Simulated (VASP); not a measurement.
# BaF2 (Fm-3m) in VASP: a series of runs, part 2 of 2

VASP 6.6.1.

## Step 3: Single point, revPBE

This run uses another cell than the first one, of 19.86 Å³/atom, 1.015 times its volume.

File INCAR:

```
PREC = Accurate
ENCUT = 600
EDIFF = 1E-6
ISMEAR = 0
SIGMA = 0.05
LREAL = False
LASPH = True
NELM = 120
ALGO = Normal
ISIF = 2
LWAVE = False
LCHARG = True
GGA = RE
LELF = True
LVHAR = True
NBANDS = 19
GGA_COMPAT = False
```

File KPOINTS:

```
Automatic mesh
0
Gamma
  6 6 6
```

File POSCAR:

```
BaF2
1.0
    0.0000000000      3.1000485598      3.1000485598
    3.1000485598      0.0000000000      3.1000485598
    3.1000485598      3.1000485598      0.0000000000
Ba F
1 2
Direct
    0.0000000000      0.0000000000      0.0000000000
    0.2500000000      0.2500000000      0.2500000000
    0.7500000000      0.7500000000      0.7500000000
```

Potentials or basis: VASP PAW PBE potentials, release 64 (Ba_sv, F).

Started as:

```bash
$ cat potpaw_PBE.64/Ba_sv/POTCAR potpaw_PBE.64/F/POTCAR > POTCAR
$ mpirun -np 1 vasp_std > vasp.out
```

OUTCAR:

```text
PREC = Accurate
   ENCUT = 600
   EDIFF = 1E-6
   ISMEAR = 0
   LREAL = False
   LASPH = True
   NELM = 120
   ISIF = 2
   GGA = RE

 ion  position               nearest neighbor table
   1  0.000  0.000  0.000-   3 2.68   2 2.68   3 2.68   2 2.68   3 2.68   3 2.68   2 2.68   2 2.68

   2  0.250  0.250  0.250-   1 2.68   1 2.68   1 2.68   1 2.68
   3  0.750  0.750  0.750-   1 2.68   1 2.68   1 2.68   1 2.68

  LATTYP: Found a face centered cubic cell.
 ALAT       =     6.2000971196

  Lattice vectors:

 A1 = (   0.0000000000,   3.1000485598,   3.1000485598)
 A2 = (   3.1000485598,   0.0000000000,   3.1000485598)
 A3 = (   3.1000485598,   3.1000485598,   0.0000000000)

Analysis of symmetry for initial positions (statically):
=====================================================================
 Subroutine PRICEL returns:
 Original cell was already a primitive cell.

 Routine SETGRP: Setting up the symmetry group for a
 face centered cubic supercell.

 Subroutine GETGRP returns: Found 48 space group operations
 (whereof 48 operations were pure point group operations)
 out of a pool of 48 trial point group operations.

The static configuration has the point symmetry O_h .

Analysis of symmetry for dynamics (positions and initial velocities):
=====================================================================
 Subroutine PRICEL returns:
 Original cell was already a primitive cell.

 Routine SETGRP: Setting up the symmetry group for a
 face centered cubic supercell.

 Subroutine GETGRP returns: Found 48 space group operations
 (whereof 48 operations were pure point group operations)
 out of a pool of 48 trial point group operations.

The dynamic configuration has the point symmetry O_h .

 Subroutine INISYM returns: Found 48 space group operations
 (whereof 48 operations are pure point group operations),
[... 104 lines left out ...]
   ISMEAR =     0;   SIGMA  =   0.05  broadening in eV -4-tet -1-fermi 0-gaus
   EFERMI_NEDOS =   21; number of points for ismear=-14 and -15
   IALGO  =     38    algorithm
   IMIX   =      4    mixing-type and parameters
     AMIX     =   0.40;   BMIX     =  1.00
     AMIX_MAG =   1.60;   BMIX_MAG =  1.00
  volume/ion in A,a.u.               =      19.86       134.03
  Fermi-wavevector in a.u.,A,eV,Ry     =   1.209020  2.284716 19.888029  1.461729
  Thomas-Fermi vector in A             =   2.344610
   LORBIT       =      0    0 simple, 1 ext, 2 COOP (PROOUT), +10 PAW based schemes
   GGA     = RE    functional components
   LHFCALC =     F    Hartree Fock is set to
   AEXX    =    0.0000 exact exchange contribution
   IVDW    =     0    specifies the selected vdW correction
   LEPSILON=     F    determine dielectric tensor
   LRPA    =     F    only Hartree local field effects (RPA)
 non-spin polarized calculation
 Gauss-broadening in eV      SIGMA  =   0.05
  energy-cutoff  :      600.00
  volume of cell :       59.58
 maximum number of plane-waves:      2012
   NGX = 17   NGY = 17   NGZ = 17

 number of electron      24.0000002 magnetization

 Free energy of the ion-electron system (eV)
  ---------------------------------------------------
  ext. energy  EPLUGINS =         0.00000000
  ---------------------------------------------------
  free energy    TOTEN  =       -16.34991181 eV

  energy without entropy =      -16.34991181  energy(sigma->0) =      -16.34991181

 E-fermi :  -1.5994     XC(G=0):  -8.3935

 val. band max:       -1.9338851838   @ k =  -0.1667   0.1667   0.0000
 cond. band min:       5.1378053276   @ k =   0.0000   0.0000   0.0000
 fundamental gap:      7.0716905113
 Fermi energy:        -1.5993900495

 k-point     1 :       0.0000    0.0000    0.0000
  band No.  band energies     occupation
      1     -25.0868      2.00000
      2     -20.9440      2.00000
      3     -20.8930      2.00000
      4      -9.9349      2.00000
      5      -9.9349      2.00000
      6      -9.9349      2.00000
[... 329 lines left out ...]
      6      -9.9077      2.00000
[... 11 lines left out ...]
     18      12.6989      0.00000
     19      12.9771      0.00000

------------------------ aborting loop because EDIFF is reached ----------------------------------------

  FORCE on cell =-STRESS in cart. coord.  units (eV):
  Direction    XX          YY          ZZ          XY          YZ          ZX
  --------------------------------------------------------------------------------------
  -------------------------------------------------------------------------------------
  Total        1.6372073      1.6372073      1.6372073     -0.0000000      0.0000000     -0.0000000
  in kB       44.0229124     44.0229124     44.0229124     -0.0000000      0.0000000     -0.0000000
  external PRESSURE =      44.0229124 kB  Pullay stress =       0.0000000 kB

 VOLUME and BASIS-vectors are now :
 -----------------------------------------------------------------------------
  energy-cutoff  :      600.00
  volume of cell :       59.58
      direct lattice vectors                 reciprocal lattice vectors
     0.000000000  3.100048560  3.100048560    -0.161287796  0.161287796  0.161287796
     3.100048560  0.000000000  3.100048560     0.161287796 -0.161287796  0.161287796
     3.100048560  3.100048560  0.000000000     0.161287796  0.161287796 -0.161287796

 POSITION                                       TOTAL-FORCE (eV/Angst)
 -----------------------------------------------------------------------------------
      0.00000      0.00000      0.00000        -0.000000      0.000000      0.000000
      1.55002      1.55002      1.55002         0.000000      0.000000      0.000000
      4.65007      4.65007      4.65007        -0.000000     -0.000000     -0.000000
 -----------------------------------------------------------------------------------
    total drift:                                0.000000      0.000000      0.000000

  FREE ENERGIE OF THE ION-ELECTRON SYSTEM (eV)
  ---------------------------------------------------
  free  energy   TOTEN  =       -16.3499118063 eV

  energy  without entropy=      -16.3499118063  energy(sigma->0) =      -16.34991181
```

stdout:

```text
POSCAR found type information on POSCAR BaF
 POSCAR found :  2 types and       3 ions
 scaLAPACK will be used
 -----------------------------------------------------------------------------
|                                                                             |
|                                                                             |
|     You enforced a specific xc type in the INCAR file but a different       |
|     I HOPE YOU KNOW WHAT YOU ARE DOING!                                     |
|                                                                             |
 -----------------------------------------------------------------------------

 LDA part: xc-table for (Slater+PW92), standard interpolation
 POSCAR, INCAR and KPOINTS ok, starting setup
 FFT: planning ... GRIDC
 FFT: planning ... GRID_SOFT
 FFT: planning ... GRID
 WAVECAR not read
 entering main loop
```

Wall time 32 s (1 thread of Intel Xeon 8259CL, shared host); peak memory 0.21 GiB.

What came out:

```
Free energy            : -16.3499 eV
Pressure               : 4.4 GPa
Band gap on the k mesh : 7.07 eV, indirect (least direct gap 7.13 eV)
```

Levels at points of the mesh, in eV from the valence-band top:
| k point | band 9 | band 10 | band 11 | band 12 | band 13 | band 14 | band 15 | band 16 |
| --- | --- | --- | --- | --- | --- | --- | --- | --- |
| (0.00, 0.00, 0.00) | -1.46 | -0.06 | -0.06 | -0.06 | 7.07 | 9.25 | 9.25 | 11.42 |
| (0.50, 0.00, 0.00) | -0.64 | -0.33 | -0.15 | -0.15 | 9.21 | 9.26 | 9.26 | 10.15 |
| (0.50, 0.50, 0.00) | -0.34 | -0.32 | -0.32 | -0.11 | 7.45 | 9.07 | 10.68 | 11.94 |

Caveat: the PAW data sets were made with another functional, which shifts forces and pressure a little; spin-orbit coupling is left out, which moves the levels of the heavy elements. Expect the measured gap to be larger: semilocal functionals such as revPBE lack the derivative discontinuity.

## Step 4: Single point, PBE

This run uses another cell than the first one, of 19.86 Å³/atom, 1.015 times its volume.

File INCAR:

```
  ALGO = Normal
  EDIFF = 1E-6
  ENCUT = 600
  GGA = PE
  GGA_COMPAT = F
  ISIF = 2
  ISMEAR = 0
  LASPH = T
  LCHARG = T
  LELF = T
  LREAL = F
  LVHAR = T
  LWAVE = F
  NBANDS = 19
  NELM = 120
  PREC = Accurate
  SIGMA = 0.05
```

File KPOINTS:

```
k-points
0
Gamma
  6 6 6
```

POSCAR is that of step 3.

Started as:

```bash
$ cat potpaw_PBE.64/Ba_sv/POTCAR potpaw_PBE.64/F/POTCAR > POTCAR
$ mpirun -np 1 vasp_std > vasp.out
```

It took 36 s on 1 thread of Intel Xeon 8259CL, shared host; peak memory 0.21 GiB.

It converged, with:

* Free energy: -17.1127 eV
* Pressure: 2.3 GPa
* Band gap on the k mesh: 6.78 eV, indirect (least direct gap 6.84 eV)

Levels at points of the mesh, in eV from the valence-band top:
| k point | band 9 | band 10 | band 11 | band 12 | band 13 | band 14 | band 15 | band 16 |
| --- | --- | --- | --- | --- | --- | --- | --- | --- |
| (0.00, 0.00, 0.00) | -1.48 | -0.07 | -0.07 | -0.07 | 6.78 | 9.19 | 9.19 | 11.40 |
| (0.50, 0.00, 0.00) | -0.65 | -0.34 | -0.16 | -0.16 | 9.11 | 9.19 | 9.19 | 9.80 |
| (0.50, 0.50, 0.00) | -0.35 | -0.32 | -0.32 | -0.11 | 7.26 | 9.01 | 10.67 | 11.96 |

Caveat: spin-orbit coupling is left out, which moves the levels of the heavy elements. PBE gaps usually lie below the measured ones, often by a third to a half.

## Step 5: The runs side by side

```csv
level,cell,gap on the mesh (eV),pressure (GPa)
revPBE+D3(BJ),"a = 4.363 Å, angles 60.0°, 3 atoms",7.14,3.4
revPBE,"a = 4.384 Å, angles 60.0°, 3 atoms",7.07,4.4
PBE,"a = 4.384 Å, angles 60.0°, 3 atoms",6.78,2.3
```

Alike in all rows: task single point; potentials or basis VASP PAW PBE potentials, release 64 (Ba_sv, F); no spin polarisation; k mesh 6 × 6 × 6; cutoff (eV) 600; smearing gaussian 0.05 eV.

Caveats: spin-orbit coupling is left out, which moves the levels of the heavy elements; the PAW data sets were made with another functional, which shifts forces and pressure a little (some runs).

Total energies depend on the potentials used, so only differences within one code and one set of settings carry meaning.
